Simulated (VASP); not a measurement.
# Si2Mo (I4/mmm) in VASP: settings compared, part 2 of 2

VASP 6.6.1. Earlier steps stand in the parts before.

### 3 Single point, PBEsol (volume scaled by 0.94)

Input file INCAR:

```
ALGO     = Normal         # electronic algorithm
EDIFF    = 1E-6           # SCF threshold, eV
ENCUT    = 520            # plane-wave cutoff, eV
GGA      = PS             # functional
ISIF     = 2              # what is computed and relaxed
ISMEAR   = -1             # smearing method
LASPH    = T              # aspherical terms in the spheres
LCHARG   = T              # write CHGCAR
LELF     = T              # ELF
LREAL    = F              # projectors in reciprocal space
LVHAR    = T            
LWAVE    = F              # write WAVECAR
NBANDS   = 18             # bands
NELM     = 80             # most SCF steps
PREC     = Accurate       # precision mode
SIGMA    = 0.05           # smearing width, eV
```

Input file KPOINTS:

```
k-points
0
Gamma
  12 12 12
```

Input file POSCAR:

```
Si2Mo
1.0
   -1.5673377739      1.5673377739      3.8502632003
    1.5673377739     -1.5673377739      3.8502632003
    1.5673377739      1.5673377739     -3.8502632003
Mo Si
1 2
Direct
    0.0000000000      0.0000000000      0.0000000000
    0.6670000000      0.6670000000      0.0000000000
    0.3330000000      0.3330000000      0.0000000000
```

Potentials or basis: VASP PAW PBE potentials, release 64 (Mo_sv, Si).

Command:

```sh
$ cat potpaw_PBE.64/Mo_sv/POTCAR potpaw_PBE.64/Si/POTCAR > POTCAR
$ mpirun -np 1 vasp_std > vasp.out
```

OUTCAR:

```text
EDIFF = 1E-6
   ENCUT = 520
   GGA = PS
   ISIF = 2
   ISMEAR = -1
   LASPH = T
   LREAL = F
   NELM = 80
   PREC = Accurate

 ion  position               nearest neighbor table
   1  0.000  0.000  0.000-   2 2.56   3 2.56   2 2.56   3 2.56   2 2.56   3 2.56   3 2.56   2 2.56
                             2 2.56   3 2.56
   2  0.667  0.667  0.000-   3 2.56   3 2.56   3 2.56   3 2.56   1 2.56   1 2.56   1 2.56   1 2.56
                             1 2.56   3 2.57
   3  0.333  0.333  0.000-   2 2.56   2 2.56   2 2.56   2 2.56   1 2.56   1 2.56   1 2.56   1 2.56
                             1 2.56   2 2.57

  LATTYP: Found a body centered tetragonal cell.
 ALAT       =     3.1346755478
 C/A-ratio  =     2.4565625001

  Lattice vectors:

 A1 = (  -1.5673377739,   1.5673377739,   3.8502632003)
 A2 = (   1.5673377739,  -1.5673377739,   3.8502632003)
 A3 = (   1.5673377739,   1.5673377739,  -3.8502632003)

Analysis of symmetry for initial positions (statically):
=====================================================================
 Subroutine PRICEL returns:
 Original cell was already a primitive cell.

 Routine SETGRP: Setting up the symmetry group for a
 body centered tetragonal supercell.

 Subroutine GETGRP returns: Found 16 space group operations
 (whereof 16 operations were pure point group operations)
 out of a pool of 16 trial point group operations.

The static configuration has the point symmetry D_4h.

Analysis of symmetry for dynamics (positions and initial velocities):
=====================================================================
 Subroutine PRICEL returns:
 Original cell was already a primitive cell.

 Routine SETGRP: Setting up the symmetry group for a
 body centered tetragonal supercell.

 Subroutine GETGRP returns: Found 16 space group operations
 (whereof 16 operations were pure point group operations)
 out of a pool of 16 trial point group operations.

[... 114 lines left out ...]
   NUPDOWN=      -1.0000    fix difference up-down
   EMIN   =  10.00;   EMAX   =-10.00  energy-range for DOS
   EFERMI =   0.00;   METHOD = LEGACY
   ISMEAR =    -1;   SIGMA  =   0.05  broadening in eV -4-tet -1-fermi 0-gaus
   EFERMI_NEDOS =   21; number of points for ismear=-14 and -15
   IALGO  =     38    algorithm
   IMIX   =      4    mixing-type and parameters
     AMIX     =   0.40;   BMIX     =  1.00
     AMIX_MAG =   1.60;   BMIX_MAG =  1.00
  volume/ion in A,a.u.               =      12.61        85.10
  Fermi-wavevector in a.u.,A,eV,Ry     =   1.366440  2.582197 25.404225  1.867158
  Thomas-Fermi vector in A             =   2.492580
   LORBIT       =      0    0 simple, 1 ext, 2 COOP (PROOUT), +10 PAW based schemes
   GGA     = PS    functional components
   LHFCALC =     F    Hartree Fock is set to
   AEXX    =    0.0000 exact exchange contribution
   IVDW    =     0    specifies the selected vdW correction
   LEPSILON=     F    determine dielectric tensor
   LRPA    =     F    only Hartree local field effects (RPA)
 non-spin polarized calculation
  energy-cutoff  :      520.00
  volume of cell :       37.83
 maximum number of plane-waves:      1034
 NGX is ok and might be reduce to    36
   NGX = 17   NGY = 17   NGZ = 17

 number of electron      22.0000000 magnetization

 Free energy of the ion-electron system (eV)
  ---------------------------------------------------
  ext. energy  EPLUGINS =         0.00000000
  ---------------------------------------------------
  free energy    TOTEN  =       -24.99951024 eV

  energy without entropy =      -24.99742744  energy(sigma->0) =      -24.99846884

 E-fermi :  13.1400     XC(G=0): -12.8060

 val. band max:       13.0741100320   @ k =  -0.3333  -0.4167   0.3333
 cond. band min:      13.1834428637   @ k =   0.0833   0.0000  -0.0000
 fundamental gap:      0.1093328317
 Fermi energy:        13.1399780646

 k-point     1 :       0.0000    0.0000    0.0000
  band No.  band energies     occupation
      1     -47.4244      2.00000
      2     -21.6677      2.00000
      3     -21.5294      2.00000
      4     -21.5294      2.00000
      5      -0.8079      2.00000
      6       6.3833      2.00000
[... 481 lines left out ...]
      5       2.2820      2.00000
      6       4.8268      2.00000
[... 10 lines left out ...]
     17      20.8166      0.00000
     18      21.8089      0.00000

 [... further k-points ...]
[... 5 lines left out ...]
  --------------------------------------------------------------------------------------
  -------------------------------------------------------------------------------------
  Total        2.9356991      2.9356991      3.1175157      0.0000000     -0.0000000      0.0000000
  in kB      124.3215767    124.3215767    132.0211838      0.0000000     -0.0000000      0.0000000
  external PRESSURE =     126.8881124 kB  Pullay stress =       0.0000000 kB

 VOLUME and BASIS-vectors are now :
 -----------------------------------------------------------------------------
  energy-cutoff  :      520.00
  volume of cell :       37.83
      direct lattice vectors                 reciprocal lattice vectors
    -1.567337774  1.567337774  3.850263200     0.000000000  0.319012282  0.129861252
     1.567337774 -1.567337774  3.850263200     0.319012282  0.000000000  0.129861252
     1.567337774  1.567337774 -3.850263200     0.319012282  0.319012282  0.000000000

 POSITION                                       TOTAL-FORCE (eV/Angst)
 -----------------------------------------------------------------------------------
      0.00000      0.00000      0.00000         0.000000      0.000000      0.000000
      0.00000      0.00000      5.13625        -0.000000     -0.000000     -0.223234
      0.00000      0.00000      2.56428        -0.000000     -0.000000      0.223234
 -----------------------------------------------------------------------------------
    total drift:                                0.000000      0.000000     -0.000000

  FREE ENERGIE OF THE ION-ELECTRON SYSTEM (eV)
  ---------------------------------------------------
  free  energy   TOTEN  =       -24.9995102371 eV

  energy  without entropy=      -24.9974274407  energy(sigma->0) =      -24.99846884
```

OSZICAR:

```text
N       E                     dE             d eps       ncg     rms          rms(c)
DAV:   1     0.119285308937E+03    0.11929E+03   -0.11367E+04  5876   0.117E+03
DAV:   2    -0.228886814022E+02   -0.14217E+03   -0.13925E+03  7034   0.302E+02
DAV:   3    -0.259143706449E+02   -0.30257E+01   -0.29970E+01  7208   0.391E+01
DAV:   4    -0.259307395663E+02   -0.16369E-01   -0.16357E-01  6876   0.314E+00
DAV:   5    -0.259308441821E+02   -0.10462E-03   -0.10461E-03  6876   0.262E-01    0.258E+01
DAV:   6    -0.251501879763E+02    0.78066E+00   -0.50133E+00  6230   0.152E+01    0.610E+00
DAV:   7    -0.250387129343E+02    0.11148E+00   -0.67426E-01  6172   0.507E+00    0.529E+00
DAV:   8    -0.250005092367E+02    0.38204E-01   -0.95784E-02  6338   0.231E+00    0.437E-01
DAV:   9    -0.249996277507E+02    0.88149E-03   -0.16708E-03  6906   0.339E-01    0.232E-01
DAV:  10    -0.249995220401E+02    0.10571E-03   -0.40685E-04  6578   0.172E-01    0.598E-02
DAV:  11    -0.249995120166E+02    0.10024E-04   -0.10903E-04  6508   0.779E-02    0.296E-02
DAV:  12    -0.249995111112E+02    0.90546E-06   -0.18296E-05  6294   0.302E-02    0.125E-02
DAV:  13    -0.249995102371E+02    0.87402E-06   -0.22193E-06  4582   0.123E-02
   1 F= -.24999510E+02 E0= -.24998469E+02  d E =-.208280E-02
```

stdout:

```text
POSCAR found type information on POSCAR MoSi
 POSCAR found :  2 types and       3 ions
 scaLAPACK will be used
 -----------------------------------------------------------------------------
|                                                                             |
|                                                                             |
|     You enforced a specific xc type in the INCAR file but a different       |
|     I HOPE YOU KNOW WHAT YOU ARE DOING!                                     |
|                                                                             |
 -----------------------------------------------------------------------------

 LDA part: xc-table for (Slater+PW92), standard interpolation
 POSCAR, INCAR and KPOINTS ok, starting setup
 FFT: planning ... GRIDC
 FFT: planning ... GRID_SOFT
 FFT: planning ... GRID
 WAVECAR not read
 entering main loop
```

It took 2.2 min on 1 thread of Intel Xeon Platinum 8375C at 2.90GHz (Ice Lake), shared host; peak memory 0.27 GiB.

Results:

* Free energy: -24.9995 eV
* Pressure: 12.7 GPa
* Largest force: 0.223 eV/Å
* Band gap on the k mesh: zero (band 11 reaches 13.70 eV, above the bottom of band 12 at 12.63 eV)

Forces in eV/Å, atoms in the order of the input:
```
Mo   0.000  0.000  0.000
Si   0.000  0.000 -0.223
Si   0.000  0.000  0.223
```

Levels at points of the mesh, in eV from the Fermi level:
```
           k point  band 8  band 9  band 10  band 11  band 12  band 13  band 14  band 15
(0.00, 0.00, 0.00)   -3.36   -2.84    -2.84     0.44     2.85     3.49     3.83     3.83
(0.50, 0.00, 0.00)   -4.65   -2.86    -2.70    -0.61     2.47     3.14     4.40     4.53
(0.50, 0.50, 0.00)   -5.23   -4.74    -3.34    -1.14     2.54     3.00     3.27     3.45
(0.50, 0.50, 0.50)   -2.49   -0.65    -0.65    -0.51    -0.51     0.60     4.89     5.92
```

Caveat: the cell differs from its parent crystal (volume scaled by 0.94); the PAW data sets were made with another functional, which shifts forces and pressure a little.

### 4 Single point, PBEsol+D4

This run uses another cell than the first one, of 13.95 Å³/atom, 1.040 times its volume.

Input file INCAR:

```
SYSTEM = Si2Mo
  PREC = Accurate
  ENCUT = 520
  EDIFF = 1E-6
  ISMEAR = -1
  SIGMA = 0.05
  LREAL = .False.
  LASPH = .True.
  NELM = 60
  ALGO = Normal
  ISIF = 2
  LWAVE = .False.
  LCHARG = .False.
  GGA = PS
  IVDW = 13
  NBANDS = 18
```

Input file KPOINTS:

```
Automatic mesh
0
Gamma
  12 12 12
  0 0 0
```

Input file POSCAR:

```
Si2Mo
1.0
   -1.6210550461      1.6210550461      3.9822230367
    1.6210550461     -1.6210550461      3.9822230367
    1.6210550461      1.6210550461     -3.9822230367
Mo Si
1 2
Direct
    0.0000000000      0.0000000000      0.0000000000
    0.6670000000      0.6670000000      0.0000000000
    0.3330000000      0.3330000000      0.0000000000
```

Command:

```sh
$ cat potpaw_PBE.64/Mo_sv/POTCAR potpaw_PBE.64/Si/POTCAR > POTCAR
$ mpirun -np 1 vasp_std > vasp.out
```

Run time: 1.9 min. Hardware: 1 thread of Intel Xeon Platinum 8488C (Sapphire Rapids), shared host; peak memory 0.28 GiB.

Results (log left out):

```
Free energy                : -25.9353 eV
Pressure                   : -13.3 GPa
Largest force              : 0.382 eV/Å
Band gap on the k mesh     : zero (band 11 reaches 12.10 eV, above the bottom of band 12 at 11.09 eV)
Dispersion energy per atom : -0.309 eV
```

Forces on the atoms (eV/Å):
```
Mo   0.000  0.000  0.000
Si   0.000  0.000 -0.382
Si   0.000  0.000  0.382
```

Stress tensor (GPa, compression positive):
```
-12.54   0.00   0.00
  0.00 -12.54   0.00
  0.00   0.00 -14.74
```

Levels at points of the mesh, in eV from the Fermi level:
```tsv
k point	band 8	band 9	band 10	band 11	band 12	band 13	band 14	band 15
(0.00, 0.00, 0.00)	-2.88	-2.56	-2.56	0.39	2.84	3.21	3.52	3.52
(0.50, 0.00, 0.00)	-4.36	-2.50	-2.40	-0.48	2.11	2.95	3.73	4.13
(0.50, 0.50, 0.00)	-5.28	-4.36	-2.92	-1.14	2.16	2.53	2.86	3.12
(0.50, 0.50, 0.50)	-2.20	-0.56	-0.56	-0.52	-0.52	0.52	4.46	4.70
```

Caveat: the PAW data sets were made with another functional, which shifts forces and pressure a little; pairwise dispersion overbinds metals, which lowers pressure and volume.

### 5 Summary

| task | level | cell | cutoff (eV) | gap on the mesh (eV) | pressure (GPa) | largest force (eV/Å) |
| --- | --- | --- | --- | --- | --- | --- |
| relaxation of cell and atoms | revPBE+D3(BJ) | relaxed from a = 4.535 Å, angles 138.7, 138.7, 59.9°, 3 atoms | 600 | none | 0.0 | - |
| single point | PBEsol | a = 4.443 Å, angles 138.7, 138.7, 59.9°, 3 atoms | 520 | none | 12.7 | 0.22 |
| single point | PBEsol+D4 | a = 4.595 Å, angles 138.7, 138.7, 59.9°, 3 atoms | 520 | none | -13.3 | 0.38 |

Alike in all rows: potentials or basis VASP PAW PBE potentials, release 64 (Mo_sv, Si); no spin polarisation; k mesh 12 × 12 × 12; smearing fermi-dirac 0.05 eV.

Caveats: the PAW data sets were made with another functional, which shifts forces and pressure a little; pairwise dispersion overbinds metals, which lowers pressure and volume (some runs).

Total energies depend on the potentials used, so only differences within one code and one set of settings carry meaning.
